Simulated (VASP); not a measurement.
# TaN (d.b) (P-6m2) in VASP: further runs

The runs below take TaN (d.b) through single point, with PBEsol+D3(BJ).

Program: VASP 6.6.1. These are calculated values, not measurements. Logs are shortened: lines on timing, memory, paths and dates and some standing lists are left out, and cuts for length are marked.

## Step 1: The cell of the first run

The structure is hexagonal, space group P-6m2 (No. 187). Conventional cell: a = 2.905 Å, b = 2.905 Å, c = 2.855 Å, α = 90.00°, β = 90.00°, γ = 120.00°. Ta (site symmetry -6m2) has 6 N at 2.20 Å and 2 Ta at 2.86 Å within 2.9 Å. N (site symmetry -6m2) has 6 Ta at 2.20 Å and 2 N at 2.86 Å within 2.9 Å.

## Step 2: Single point, PBEsol+D3(BJ)

INCAR reads:

```
SYSTEM = TaN
  PREC = Accurate
  ENCUT = 600
  EDIFF = 1E-6
  ISMEAR = 0
  SIGMA = 0.1
  LREAL = .False.
  LASPH = .True.
  NELM = 120
  ALGO = Normal
  ISIF = 2
  LWAVE = .False.
  LCHARG = .True.
  GGA = PS
  IVDW = 12
  LELF = .True.
  LVHAR = .True.
  NBANDS = 16
  GGA_COMPAT = .False.
```

KPOINTS reads:

```
Automatic mesh
0
Gamma
  9 9 8
  0 0 0
```

POSCAR reads:

```
TaN
1.0
    2.9045369037      0.0000000000      0.0000000000
   -1.4522684518      2.5154027448      0.0000000000
    0.0000000000      0.0000000000      2.8551817888
Ta N
1 1
Direct
    0.0000000000      0.0000000000      0.0000000000
    0.3333333333      0.6666666667      0.5000000000
```

Potentials or basis: VASP PAW PBE potentials, release 64 (Ta_sv_GW, N).

On the command line:

```
> cat potpaw_PBE.64/Ta_sv_GW/POTCAR potpaw_PBE.64/N/POTCAR > POTCAR
> mpirun -np 1 vasp_std > vasp.out
```

OUTCAR:

```text
SYSTEM = TaN
   PREC = Accurate
   ENCUT = 600
   EDIFF = 1E-6
   ISMEAR = 0
   LREAL = .False.
   LASPH = .True.
   NELM = 120
   ISIF = 2
   GGA = PS
   IVDW = 12
 IVDW          = 12

 ion  position               nearest neighbor table
   1  0.000  0.000  0.000-   2 2.20   2 2.20   2 2.20   2 2.20   2 2.20   2 2.20
   2  0.333  0.667  0.500-   1 2.20   1 2.20   1 2.20   1 2.20   1 2.20   1 2.20

  LATTYP: Found a hexagonal cell.
 ALAT       =     2.9045369037
 C/A-ratio  =     0.9830075786

  Lattice vectors:

 A1 = (   2.9045369037,   0.0000000000,   0.0000000000)
 A2 = (  -1.4522684518,   2.5154027448,   0.0000000000)
 A3 = (   0.0000000000,   0.0000000000,   2.8551817888)

Analysis of symmetry for initial positions (statically):
=====================================================================
 Subroutine PRICEL returns:
 Original cell was already a primitive cell.

 Routine SETGRP: Setting up the symmetry group for a
 hexagonal supercell.

 Subroutine GETGRP returns: Found 12 space group operations
 (whereof 12 operations were pure point group operations)
 out of a pool of 24 trial point group operations.

The static configuration has the point symmetry D_3h.

Analysis of symmetry for dynamics (positions and initial velocities):
=====================================================================
 Subroutine PRICEL returns:
 Original cell was already a primitive cell.

 Routine SETGRP: Setting up the symmetry group for a
 hexagonal supercell.

 Subroutine GETGRP returns: Found 12 space group operations
 (whereof 12 operations were pure point group operations)
 out of a pool of 24 trial point group operations.

The dynamic configuration has the point symmetry D_3h.

 Subroutine INISYM returns: Found 12 space group operations
 (whereof 12 operations are pure point group operations),
 and found     1 'primitive' translations

----------------------------------------------------------------------------------------

                                     Primitive cell

  volume of cell :      20.8602

  direct lattice vectors                    reciprocal lattice vectors
     2.904536904  0.000000000  0.000000000     0.344288963  0.198775326  0.000000000
    -1.452268452  2.515402745  0.000000000     0.000000000  0.397550652  0.000000000
     0.000000000  0.000000000  2.855181789     0.000000000  0.000000000  0.350240396

  length of vectors
     2.904536904  2.904536904  2.855181789     0.397550652  0.397550652  0.350240396

  position of ions in fractional coordinates (direct lattice)
     0.000000000  0.000000000  0.000000000
     0.333333333  0.666666667  0.500000000

  ion indices of the primitive-cell ions
   primitive index   ion index
                 1           1
                 2           2

----------------------------------------------------------------------------------------

 KPOINTS: Automatic mesh

Automatic generation of k-mesh.
 Grid dimensions read from file:
 generate k-points for:    9    9    8

 Generating k-lattice:

  Cartesian coordinates                     Fractional coordinates (reciprocal lattice)
     0.038254329  0.022086147  0.000000000     0.111111111 -0.000000000  0.000000000
     0.000000000  0.044172295  0.000000000     0.000000000  0.111111111  0.000000000
     0.000000000  0.000000000  0.043780049     0.000000000  0.000000000  0.125000000

  Length of vectors
     0.044172295  0.044172295  0.043780049

  Shift w.r.t. Gamma in fractional coordinates (k-lattice)
     0.000000000  0.000000000  0.000000000

 Subroutine IBZKPT returns following result:
 ===========================================

 Found     60 irreducible k-points:

 Following reciprocal coordinates:
            Coordinates               Weight
  0.000000  0.000000  0.000000      1.000000
  0.111111  0.000000  0.000000      6.000000
  0.222222 -0.000000  0.000000      6.000000
  0.333333  0.000000  0.000000      6.000000
  0.444444 -0.000000  0.000000      6.000000
  0.111111  0.111111  0.000000      6.000000
[... 16 lines left out ...]
  0.333333  0.222222  0.125000     24.000000
  0.333333  0.333333  0.125000      4.000000
 [... further k-points ...]
   k-points           NKPTS =     60   k-points in BZ     NKDIM =     60   number of bands    NBANDS=     16
   number of dos      NEDOS =    301   number of ions     NIONS =      2
   total plane-waves  NPLWV =  13824
   dimension x,y,z NGX =    24 NGY =   24 NGZ =   24
   dimension x,y,z NGXF=    48 NGYF=   48 NGZF=   48
   ions per type =               1   1
   NGX,Y,Z   is equivalent  to a cutoff of  13.74, 13.74, 13.97 a.u.
   NGXF,Y,Z  is equivalent  to a cutoff of  27.47, 27.47, 27.95 a.u.
 SYSTEM =  TaN
   PREC   = accura    normal or accurate (medium, high low for compatibility)
   ISTART =      0    job   : 0-new  1-cont  2-samecut
   ICHARG =      2    charge: 1-file 2-atom 10-const
   ISPIN  =      1    spin polarized calculation?
   LNONCOLLINEAR =      F non collinear calculations
   LSORBIT =      F    spin-orbit coupling
   LASPH  =      T    aspherical Exc in radial PAW
   ENCUT  =  600.0 eV  44.10 Ry    6.64 a.u.   5.80  5.80  5.70*2*pi/ulx,y,z
   NELM   =    120;   NELMIN=  2; NELMDL= -5     # of ELM steps
   EDIFF  = 0.1E-05   stopping-criterion for ELM
   LREAL  =      F    real-space projection
   EDIFFG = 0.1E-04   stopping-criterion for IOM
   NSW    =      0    number of steps for IOM
   IBRION =     -1    ionic relax: 0-MD 1-quasi-New 2-CG
   NFREE  =      0    steps in history (QN), initial steepest desc. (CG)
   ISIF   =      2    stress and relaxation
   ISYM   =      2    0-nonsym 1-usesym 2-fastsym
   POTIM  = 0.5000    time-step for ionic-motion
   TEBEG  =    0.0;   TEEND  =   0.0 temperature during run
   PSTRESS=    0.0 pullay stress
   NELECT =      18.0000    total number of electrons
   NUPDOWN=      -1.0000    fix difference up-down
   EMIN   =  10.00;   EMAX   =-10.00  energy-range for DOS
   EFERMI =   0.00;   METHOD = LEGACY
   ISMEAR =     0;   SIGMA  =   0.10  broadening in eV -4-tet -1-fermi 0-gaus
   EFERMI_NEDOS =   21; number of points for ismear=-14 and -15
   IALGO  =     38    algorithm
   IMIX   =      4    mixing-type and parameters
     AMIX     =   0.40;   BMIX     =  1.00
     AMIX_MAG =   1.60;   BMIX_MAG =  1.00
  volume/ion in A,a.u.               =      10.43        70.39
  Fermi-wavevector in a.u.,A,eV,Ry     =   1.558570  2.945270 33.050455  2.429140
  Thomas-Fermi vector in A             =   2.662055
   LORBIT       =      0    0 simple, 1 ext, 2 COOP (PROOUT), +10 PAW based schemes
   GGA     = PS    functional components
   LHFCALC =     F    Hartree Fock is set to
   AEXX    =    0.0000 exact exchange contribution
   IVDW    =    12    specifies the selected vdW correction
   LEPSILON=     F    determine dielectric tensor
   LRPA    =     F    only Hartree local field effects (RPA)
 non-spin polarized calculation
 Gauss-broadening in eV      SIGMA  =   0.10
  energy-cutoff  :      600.00
  volume of cell :       20.86
 maximum number of plane-waves:       708
 NGX is ok and might be reduce to    24
   NGX = 11   NGY = 11   NGZ = 11

 number of electron      18.0000000 magnetization

 Free energy of the ion-electron system (eV)
  ---------------------------------------------------
  ext. energy  EPLUGINS =         0.00000000
  ---------------------------------------------------
  free energy    TOTEN  =       -26.33153048 eV

  energy without entropy =      -26.33110659  energy(sigma->0) =      -26.33131853

 E-fermi :  12.8442     XC(G=0): -14.0583

 val. band max:       12.8122372433   @ k =   0.0000   0.0000   0.3750
 cond. band min:      12.9160785444   @ k =   0.3333   0.3333   0.0000
 fundamental gap:      0.1038413011
 Fermi energy:        12.8442141615

 k-point     1 :       0.0000    0.0000    0.0000
  band No.  band energies     occupation
      1     -55.6274      2.00000
      2     -21.9048      2.00000
      3     -21.6214      2.00000
      4     -21.6214      2.00000
      5      -5.1930      2.00000
      6       8.0743      2.00000
[... 8 lines left out ...]
     15      25.8593      0.00000
     16      29.1686      0.00000

 k-point     2 :       0.1111    0.0000    0.0000
  band No.  band energies     occupation
      1     -55.6171      2.00000
      2     -21.8858      2.00000
      3     -21.7702      2.00000
      4     -21.6530      2.00000
      5      -4.9249      2.00000
      6       7.3541      2.00000
[... 8 lines left out ...]
     15      25.8493      0.00000
     16      29.6834      0.00000

 k-point     3 :       0.2222   -0.0000    0.0000
  band No.  band energies     occupation
      1     -55.5906      2.00000
      2     -22.1315      2.00000
      3     -21.8373      2.00000
      4     -21.7318      2.00000
      5      -4.2348      2.00000
      6       6.0682      2.00000
[... 8 lines left out ...]
     15      25.9507      0.00000
     16      30.1690      0.00000

 k-point     4 :       0.3333    0.0000    0.0000
  band No.  band energies     occupation
      1     -55.5606      2.00000
      2     -22.5190      2.00000
      3     -21.8199      2.00000
      4     -21.7816      2.00000
      5      -3.4123      2.00000
      6       4.9720      2.00000
[... 8 lines left out ...]
     15      26.4381      0.00000
     16      29.3136      0.00000
[... 324 lines left out ...]
 k-point    22 :       0.2222    0.2222    0.1250
  band No.  band energies     occupation
      1     -55.5392      2.00000
      2     -22.5119      2.00000
      3     -22.0037      2.00000
      4     -21.8977      2.00000
      5      -2.9686      2.00000
      6       5.2478      2.00000
[... 8 lines left out ...]
     15      25.9717      0.00000
     16      28.5303      0.00000

 k-point    23 :       0.3333    0.2222    0.1250
  band No.  band energies     occupation
      1     -55.5241      2.00000
      2     -22.5958      2.00000
      3     -22.1537      2.00000
      4     -21.8660      2.00000
      5      -2.5837      2.00000
      6       5.0837      2.00000
[... 8 lines left out ...]
     15      25.4514      0.00000
     16      28.5561      0.00000

 k-point    24 :       0.3333    0.3333    0.1250
  band No.  band energies     occupation
      1     -55.5188      2.00000
      2     -22.4762      2.00000
      3     -22.3604      2.00000
      4     -21.8549      2.00000
      5      -2.4398      2.00000
      6       5.5329      2.00000
[... 8 lines left out ...]
     15      27.0237      0.00000
     16      28.1179      0.00000

 [... further k-points ...]

------------------------ aborting loop because EDIFF is reached ----------------------------------------

 Edisp (eV)   -0.94930

 E8    (eV) :    -0.6590

  FORCE on cell =-STRESS in cart. coord.  units (eV):
  Direction    XX          YY          ZZ          XY          YZ          ZX
  --------------------------------------------------------------------------------------
  -------------------------------------------------------------------------------------
  Total      -0.03743    -0.03743    -0.00135    -0.00000     0.00000     0.00000
  in kB      -2.87458    -2.87458    -0.10388    -0.00000     0.00000     0.00000
  external pressure =       -1.95 kB  Pullay stress =        0.00 kB

 VOLUME and BASIS-vectors are now :
 -----------------------------------------------------------------------------
  energy-cutoff  :      600.00
  volume of cell :       20.86
      direct lattice vectors                 reciprocal lattice vectors
     2.904536904  0.000000000  0.000000000     0.344288963  0.198775326  0.000000000
    -1.452268452  2.515402745  0.000000000     0.000000000  0.397550652  0.000000000
     0.000000000  0.000000000  2.855181789     0.000000000  0.000000000  0.350240396

 POSITION                                       TOTAL-FORCE (eV/Angst)
 -----------------------------------------------------------------------------------
      0.00000      0.00000      0.00000        -0.000000      0.000000      0.000000
     -0.00000      1.67694      1.42759         0.000000      0.000000      0.000000
 -----------------------------------------------------------------------------------
    total drift:                                0.000000     -0.000000     -0.000000

  FREE ENERGIE OF THE ION-ELECTRON SYSTEM (eV)
  ---------------------------------------------------
  free  energy   TOTEN  =       -27.2808297667 eV

  energy  without entropy=      -27.2804058806  energy(sigma->0) =      -27.28061782
```

It took 17 s on 1 thread of Intel Xeon Platinum 8259CL at 2.50GHz (Skylake/Cascade Lake), shared host; peak memory 0.17 GiB.

What came out:

```
Free energy                : -27.2808 eV
Pressure                   : -0.2 GPa
Band gap on the k mesh     : zero (band 9 reaches 12.92 eV, above the bottom of band 10 at 12.66 eV)
Dispersion energy per atom : -0.475 eV
```

Caveat: the PAW data sets were made with another functional, which shifts forces and pressure a little; spin-orbit coupling is left out, which moves the levels of the heavy elements; pairwise dispersion overbinds metals, which lowers pressure and volume.

## Step 3: Single point, PBEsol+D3(BJ)

INCAR reads:

```
  PREC = Accurate
  ENCUT = 600
  EDIFF = 1E-6
  ISMEAR = 0
  SIGMA = 0.1
  LREAL = F
  LASPH = T
  NELM = 120
  ALGO = Normal
  ISIF = 2
  LWAVE = F
  LCHARG = F
  GGA = PS
  IVDW = 12
  NBANDS = 16
  GGA_COMPAT = F
```

KPOINTS reads:

```
Automatic mesh
0
Gamma
  18 18 14
```

POSCAR reads:

```
TaN
1.0
    2.9038654943      0.0000000000      0.0000000000
   -1.4519327471      2.5148212873      0.0000000000
    0.0000000000      0.0000000000      2.8537804749
Ta N
1 1
Direct
    0.0000000000      0.0000000000      0.0000000000
    0.3333333333      0.6666666667      0.5000000000
```

Potentials or basis: VASP PAW PBE potentials, release 64 (Ta_sv_GW, N).

On the command line:

```
> cat potpaw_PBE.64/Ta_sv_GW/POTCAR potpaw_PBE.64/N/POTCAR > POTCAR
> mpirun -np 1 vasp_std > vasp.out
```

OUTCAR:

```text
PREC = Accurate
   ENCUT = 600
   EDIFF = 1E-6
   ISMEAR = 0
   LREAL = F
   LASPH = T
   NELM = 120
   ISIF = 2
   GGA = PS
   IVDW = 12
 IVDW          = 12

 ion  position               nearest neighbor table
   1  0.000  0.000  0.000-   2 2.20   2 2.20   2 2.20   2 2.20   2 2.20   2 2.20
   2  0.333  0.667  0.500-   1 2.20   1 2.20   1 2.20   1 2.20   1 2.20   1 2.20

  LATTYP: Found a hexagonal cell.
 ALAT       =     2.9038654943
 C/A-ratio  =     0.9827522936

  Lattice vectors:

 A1 = (   2.9038654943,   0.0000000000,   0.0000000000)
 A2 = (  -1.4519327471,   2.5148212873,   0.0000000000)
 A3 = (   0.0000000000,   0.0000000000,   2.8537804749)

Analysis of symmetry for initial positions (statically):
=====================================================================
 Subroutine PRICEL returns:
 Original cell was already a primitive cell.

 Routine SETGRP: Setting up the symmetry group for a
 hexagonal supercell.

 Subroutine GETGRP returns: Found 12 space group operations
 (whereof 12 operations were pure point group operations)
 out of a pool of 24 trial point group operations.

The static configuration has the point symmetry D_3h.
[... 161 lines left out ...]

 E-fermi :  12.7533     XC(G=0): -14.0639

 val. band max:       12.7103645295   @ k =   0.0000   0.0000   0.4286
 cond. band min:      12.7844745315   @ k =   0.0556   0.0000   0.5000
 fundamental gap:      0.0741100020
 Fermi energy:        12.7533484099

 k-point     1 :       0.0000    0.0000    0.0000
  band No.  band energies     occupation
      1     -55.6116      2.00000
      2     -21.8886      2.00000
      3     -21.6051      2.00000
      4     -21.6051      2.00000
      5      -5.1860      2.00000
      6       8.0825      2.00000
[... 433 lines left out ...]
      3     -21.9502      2.00000
      4     -21.7232      2.00000
      5      -2.7259      2.00000
      6       4.4988      2.00000
[... 8 lines left out ...]
     15      25.2832      0.00000
     16      28.7900      0.00000

 [... further k-points ...]

------------------------ aborting loop because EDIFF is reached ----------------------------------------

 Edisp (eV)   -0.95022

 E8    (eV) :    -0.6597

  FORCE on cell =-STRESS in cart. coord.  units (eV):
  Direction    XX          YY          ZZ          XY          YZ          ZX
  --------------------------------------------------------------------------------------
  -------------------------------------------------------------------------------------
  Total       0.01603     0.01603     0.03939     0.00000    -0.00000    -0.00000
  in kB       1.23215     1.23215     3.02849     0.00000    -0.00000    -0.00000
  external pressure =        1.83 kB  Pullay stress =        0.00 kB

 VOLUME and BASIS-vectors are now :
 -----------------------------------------------------------------------------
  energy-cutoff  :      600.00
  volume of cell :       20.84
      direct lattice vectors                 reciprocal lattice vectors
     2.903865494  0.000000000  0.000000000     0.344368567  0.198821285  0.000000000
    -1.451932747  2.514821287  0.000000000     0.000000000  0.397642570  0.000000000
     0.000000000  0.000000000  2.853780475     0.000000000  0.000000000  0.350412377

 POSITION                                       TOTAL-FORCE (eV/Angst)
 -----------------------------------------------------------------------------------
      0.00000      0.00000      0.00000         0.000000     -0.000000      0.000000
     -0.00000      1.67655      1.42689        -0.000000      0.000000      0.000000
 -----------------------------------------------------------------------------------
    total drift:                                0.000000     -0.000000     -0.000000

  FREE ENERGIE OF THE ION-ELECTRON SYSTEM (eV)
  ---------------------------------------------------
  free  energy   TOTEN  =       -27.2800462254 eV

  energy  without entropy=      -27.2797999047  energy(sigma->0) =      -27.27992307
```

OSZICAR:

```text
N       E                     dE             d eps       ncg     rms          rms(c)
DAV:   1     0.102017080050E+03    0.10202E+03   -0.11973E+04  9472   0.130E+03
DAV:   2    -0.261495531306E+02   -0.12817E+03   -0.12309E+03 12904   0.324E+02
DAV:   3    -0.296956534240E+02   -0.35461E+01   -0.35414E+01 11096   0.530E+01
DAV:   4    -0.297156289024E+02   -0.19975E-01   -0.19975E-01 12776   0.442E+00
DAV:   5    -0.297161413338E+02   -0.51243E-03   -0.51243E-03 13160   0.424E-01    0.617E+01
DAV:   6    -0.264727950220E+02    0.32433E+01   -0.64617E+00 11512   0.229E+01    0.622E+01
DAV:   7    -0.263758009352E+02    0.96994E-01   -0.46003E-01  9992   0.561E+00    0.258E+01
DAV:   8    -0.263319123575E+02    0.43889E-01   -0.10480E-01 12560   0.260E+00    0.501E+00
DAV:   9    -0.263299283440E+02    0.19840E-02   -0.69035E-03 11840   0.807E-01    0.735E-01
DAV:  10    -0.263298342887E+02    0.94055E-04   -0.13340E-03 10272   0.397E-01    0.255E-01
DAV:  11    -0.263298293422E+02    0.49465E-05   -0.52523E-05 11728   0.827E-02    0.128E-01
DAV:  12    -0.263298262876E+02    0.30546E-05   -0.56331E-06 11744   0.239E-02    0.476E-02
DAV:  13    -0.263298262727E+02    0.14928E-07   -0.72539E-07  6016   0.703E-03
   1 F= -.27280046E+02 E0= -.27279923E+02  d E =-.246321E-03
```

It took 72 s on 1 thread of AMD EPYC 7R13 (Zen 3), shared host; peak memory 0.23 GiB.

What came out:

| Item | Value |
| --- | --- |
| Free energy | -27.2800 eV |
| Pressure | 0.2 GPa |
| Band gap on the k mesh | zero (band 9 reaches 13.01 eV, above the bottom of band 10 at 12.67 eV) |
| Dispersion energy per atom | -0.475 eV |

Levels at points of the mesh, in eV from the Fermi level:
```
           k point  band 5  band 6  band 7  band 8  band 9  band 10  band 11  band 12  band 13  band 14
(0.00, 0.00, 0.00)  -17.94   -4.67   -4.67   -4.35   -2.93     2.49     3.77     3.77     4.21     4.21
(0.50, 0.00, 0.00)  -15.50   -8.46   -5.35   -3.60   -3.19     3.15     4.28     5.41     5.60     7.73
(0.00, 0.00, 0.50)  -15.08   -9.55   -3.82   -3.82   -0.08    -0.08     2.54     3.43     3.43     8.45
(0.50, 0.00, 0.50)  -15.89   -7.50   -6.29   -5.85   -0.24     4.43     5.67     6.40     7.44    10.65
```

Caveat: the PAW data sets were made with another functional, which shifts forces and pressure a little; spin-orbit coupling is left out, which moves the levels of the heavy elements; pairwise dispersion overbinds metals, which lowers pressure and volume.
